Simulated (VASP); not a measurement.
## Sb: single point with PBE

Crystal: Sb.

```
Sb
1.0
     2.15420    1.24373    3.75800
    -2.15420    1.24373    3.75800
     0.00000   -2.48746    3.75800
Sb
2
Cartesian
  0.0000 0.0000 8.6416
  0.0000 0.0000 2.6324
```

```json
{"Program": "VASP 6.6.1", "Task": "single point", "Functional": "PBE", "Potentials or basis": "VASP PAW PBE potentials, release 64 (Sb)", "Cutoff": "520 eV", "k mesh": "8 × 8 × 8", "Occupations": "gaussian, width 0.016 eV", "Spin": "no spin polarisation"}
```

| Quantity | Value |
| --- | --- |
| Pressure | 2.8 GPa |
| Largest force | 0.185 eV/Å |
| Band gap on the k mesh | zero (band 5 reaches 7.38 eV, above the bottom of band 6 at 7.08 eV) |

Forces on the atoms (eV/Å):
```
Sb   0.000  0.000 -0.185
Sb   0.000  0.000  0.185
```

Stress tensor (GPa, compression positive):
```
3.03 0.00 0.00
0.00 3.03 0.00
0.00 0.00 2.28
```

Levels at points of the mesh, in eV from the Fermi level:
| k point | band 2 | band 3 | band 4 | band 5 | band 6 | band 7 | band 8 | band 9 |
| --- | --- | --- | --- | --- | --- | --- | --- | --- |
| (0.00, 0.00, 0.00) | -4.89 | -2.16 | -1.89 | -1.89 | 1.97 | 2.60 | 2.60 | 4.99 |
| (0.50, 0.00, 0.00) | -9.73 | -2.04 | -1.92 | -0.38 | -0.30 | 0.10 | 0.41 | 7.47 |
| (0.50, 0.50, 0.00) | -8.10 | -5.53 | -3.85 | -3.76 | 1.43 | 4.85 | 5.43 | 6.85 |
| (0.50, 0.50, 0.50) | -9.07 | -1.41 | -1.41 | -0.57 | 0.04 | 0.04 | 1.04 | 6.90 |

Run time: 100 s on 1 thread of AMD EPYC 7R13, on a shared host, peak memory 0.19 GiB.

Caveat: spin-orbit coupling is left out, which moves the levels of the heavy elements.
